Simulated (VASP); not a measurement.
Runs of VASP 6.6.1 on PbSe. The structure is that of space group Fm-3m (No. 225), or close to it. The cells are those of the table. 

```csv
task,cell,cutoff (eV),smearing,gap on the mesh (eV),pressure (GPa)
single point,"a = 4.335, b = 4.335, c = 4.270 Å, angles 60.5, 60.5, 59.0°, 2 atoms",520,gaussian 0.05 eV,(b),3.2
single point,"a = 4.289 Å, angles 60.0°, 2 atoms",520,gaussian 0.05 eV,(a),4.1
relaxation of cell and atoms,"relaxed from a = 4.331 Å, angles 60.0°, 2 atoms",600,gaussian 0.01 eV,0.44,0.0
single point,"a = 4.397 Å, angles 60.0°, 2 atoms",520,gaussian 0.01 eV,0.44,0.0
single point,"a = 4.450, b = 4.450, c = 4.407 Å, angles 60.3, 60.3, 59.7°, 2 atoms",520,gaussian 0.05 eV,0.61,-1.1
```

Alike in all rows: level PBE; potentials or basis VASP PAW PBE potentials, release 64 (Pb_d, Se); no spin polarisation; k mesh 10 × 10 × 10.

Problem. Fill in the values left out.

Solution. (a) 0.20; (b) 0.23.

Caveats: spin-orbit coupling is left out, which moves the levels of the heavy elements.

A k mesh can miss the band edges, and the runs leave out spin-orbit coupling on Pb, Se.
